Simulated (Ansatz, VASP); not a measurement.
# Two plane-wave programs on YSe2

Contents of INCAR:

```
PREC = Accurate
ENCUT = 520
EDIFF = 1E-6
ISMEAR = 0
SIGMA = 0.01
LREAL = False
LASPH = True
NELM = 80
ALGO = Normal
ISIF = 2
LWAVE = False
LCHARG = True
GGA = PE
LELF = True
LVHAR = True
NBANDS = 32
```

Contents of KPOINTS:

```
regular mesh
0
Gamma
  6 6 6
```

Contents of POSCAR:

```
YSe2
1.0
   -2.0633327170      2.8784781777      6.7514209326
    2.0633327170     -2.8784781777      6.7514209326
    2.0633327170      2.8784781777     -6.7514209326
Y Se
2 4
Direct
    0.8494990156      0.8494990156      0.0000000000
    0.1505009844      0.1505009844      0.0000000000
    0.7062520812      0.2062520812      0.5000000000
    0.2937479188      0.7937479188      0.5000000000
    0.7883841575      0.5000000000      0.2883841575
    0.2116158425      0.5000000000      0.7116158425
```

Input for Ansatz:

```yaml
crystal:
  lattice:
    - [-2.063332717, 2.8784781777, 6.7514209326]
    - [2.063332717, -2.8784781777, 6.7514209326]
    - [2.063332717, 2.8784781777, -6.7514209326]
  atoms:
    - { symbol: "Y", position: [0.8494990156, 0.8494990156, 0.0] }
    - { symbol: "Y", position: [0.1505009844, 0.1505009844, 0.0] }
    - { symbol: Se, position: [0.7062520812, 0.2062520812, 0.5] }
    - { symbol: Se, position: [0.2937479188, 0.7937479188, 0.5] }
    - { symbol: Se, position: [0.7883841575, 0.5, 0.2883841575] }
    - { symbol: Se, position: [0.2116158425, 0.5, 0.7116158425] }
kpoints:
  mp_grid: { grid: [6, 6, 6] }
hamiltonian:
  xc: pbe
scf:
  occupations: { method: fixed }
  n_extra_bands: 5
output:
  forces: true
  stress: true
  eigenvalues: true
```

Alike in both runs: task single point; functional PBE; k mesh 6 × 6 × 6; no spin polarisation.

|  | VASP | Ansatz |
| --- | --- | --- |
| version | VASP 6.6.1 | Ansatz 0.2.0 |
| potentials or method | VASP PAW PBE potentials, release 64 (Y_sv, Se) | plane waves, PAW |
| plane-wave cutoff (eV) | 520 | 420 |
| occupations | gaussian, width 0.01 eV | fixed |
| valence electrons in the cell | 46 | 86 |

|  | VASP | Ansatz | Ansatz less VASP |
| --- | --- | --- | --- |
| gap on the k mesh at the Fermi level (eV) | 0.19 | 0.19 | -0.002 |
| pressure (GPa) | -1.7 | -1.8 | -0.04 |
| traceless stress, the component that is largest in VASP (GPa) | -0.16 | -0.20 | -0.038 |
| rms of the force components (eV/Å) | 0.100 | 0.108 | +0.0080 |

Atom by atom the forces differ by 0.009 eV/Å (rms over components). VASP's potentials hold 46 valence electrons a cell and Ansatz's 86, so a difference there can come from the potentials and not from the codes.
